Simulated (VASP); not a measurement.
Crystal: CdS.

```
Cd S
1.0
     3.89367    0.00000    0.00000
     1.94684    3.37202    0.00000
     1.94684    1.12401    3.17917
Cd S
1 1
Direct
  0.00000 0.00000 0.00000
  0.50000 0.50000 0.50000
```

Base run:

- Program: VASP 6.6.1
- Functional: PBEsol
- Potentials or basis: VASP PAW PBE potentials, release 64 (Cd, S)
- Cutoff: 500 eV
- k mesh: 7 × 7 × 7
- Occupations: gaussian, width 0.01 eV
- Spin: no spin polarisation

Its results: band gap on the k mesh 0.39 eV, indirect (least direct gap 1.41 eV); pressure -4.0 GPa.

Task: The run is repeated on the same cell with these changes: k mesh from 7 × 7 × 7 to 4 × 4 × 4. What comes out?

Result: Band gap on the k mesh 0.08 eV, indirect (least direct gap 1.38 eV); pressure -3.6 GPa.

Caveats: some runs use coarse meshes; the PAW data sets were made with another functional, which shifts forces and pressure a little.

A k mesh can miss the band edges.
